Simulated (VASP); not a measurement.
Crystal: InP.

```
CELL_PARAMETERS angstrom
0.00000 2.95379 2.95379
2.95379 0.00000 2.95379
2.95379 2.95379 0.00000
ATOMIC_POSITIONS crystal
In 0.00000 0.00000 0.00000
P 0.25000 0.25000 0.25000
```

Base run:

| Property | Result |
| --- | --- |
| Program | VASP 6.6.1 |
| Functional | r2SCAN |
| Potentials or basis | VASP PAW PBE potentials, release 64 (In_d, P) |
| Cutoff | 520 eV |
| k mesh | 8 × 8 × 8 |
| Occupations | gaussian, width 0.01 eV |
| Spin | no spin polarisation |

Its results: band gap on the k mesh 1.03 eV, direct; pressure -0.1 GPa.

**Question.** The run is repeated on the same cell with these changes: functional from r2SCAN to PBE. What comes out?

**Answer.** Band gap on the k mesh 0.58 eV, direct; pressure 1.6 GPa.

r2SCAN gives the wider gap, since meta-GGAs in the generalised Kohn-Sham scheme recover part of the derivative discontinuity.

Caveats: spin-orbit coupling is left out, which moves the levels of the heavy elements; the PAW data sets were made with another functional, which shifts forces and pressure a little (some runs).

